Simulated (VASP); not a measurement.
Wanted: the native input for a VASP 6.6.1 run.

```yaml
Task: single point
Functional: PBEsol
Potentials_or_basis: VASP PAW PBE potentials, release 64 (Pt)
Cutoff: 400 eV
k_mesh: 21 × 21 × 3
Occupations: methfessel-paxton, width 0.1 eV
Spin: no spin polarisation
Dipole_correction: no
Further_INCAR_settings: ALGO = Normal; EDIFF = 1e-06; NBANDS = 72
```

The structure of Pt lies in POSCAR:

```
Pt
1.0
    2.7703950080      0.0000000000      0.0000000000
   -1.3851975040      2.3992323922      0.0000000000
    0.0000000000      0.0000000000     27.1442137873
Pt
12
Direct
    0.0000000000      0.0000000000      0.0000000000
    0.3333330000      0.6666670000      0.0833333395
    0.6666670000      0.3333330000      0.1666666789
    0.0000000000      0.0000000000      0.2500000184
    0.3333330000      0.6666670000      0.3333333579
    0.6666670000      0.3333330000      0.4166666974
    0.0000000000      0.0000000000      0.5000000368
    0.3333330000      0.6666670000      0.5833333763
    0.6666670000      0.3333330000      0.6666667158
    0.0000000000      0.0000000000      0.7500000552
    0.3333330000      0.6666670000      0.8333334315
    0.6666670000      0.3333330000      0.9166667710
```

These files were run (other wordings do the same):

INCAR

```
ALGO     = Normal         # electronic algorithm
EDIFF    = 1E-6           # SCF threshold, eV
ENCUT    = 400            # plane-wave cutoff, eV
GGA      = PS             # functional
GGA_COMPAT= F            
ISIF     = 2              # what is computed and relaxed
ISMEAR   = 1              # smearing method
LASPH    = T              # aspherical terms in the spheres
LCHARG   = T              # write CHGCAR
LELF     = T              # ELF
LREAL    = F              # projectors in reciprocal space
LVHAR    = T            
LWAVE    = F              # write WAVECAR
NBANDS   = 72             # bands
NELM     = 120            # most SCF steps
PREC     = Accurate       # precision mode
SIGMA    = 0.1            # smearing width, eV
```

KPOINTS

```
k-points
0
Gamma
  21 21 3
```

Potentials or basis: VASP PAW PBE potentials, release 64 (Pt).

The run is started by

```console
$ cat potpaw_PBE.64/Pt/POTCAR > POTCAR
$ mpirun -np 1 vasp_std > vasp.out
```

It gave:

| Item | Value |
| --- | --- |
| Pressure | -0.5 GPa |
| Band gap on the k mesh | zero (band 60 reaches 11.63 eV, above the bottom of band 61 at 9.69 eV) |

Caveat: the PAW data sets were made with another functional, which shifts forces and pressure a little; spin-orbit coupling is left out, which moves the levels of the heavy elements.

Wall time 16 min on 1 thread of Intel Xeon 6975P-C, on a shared host, peak memory 0.78 GiB.
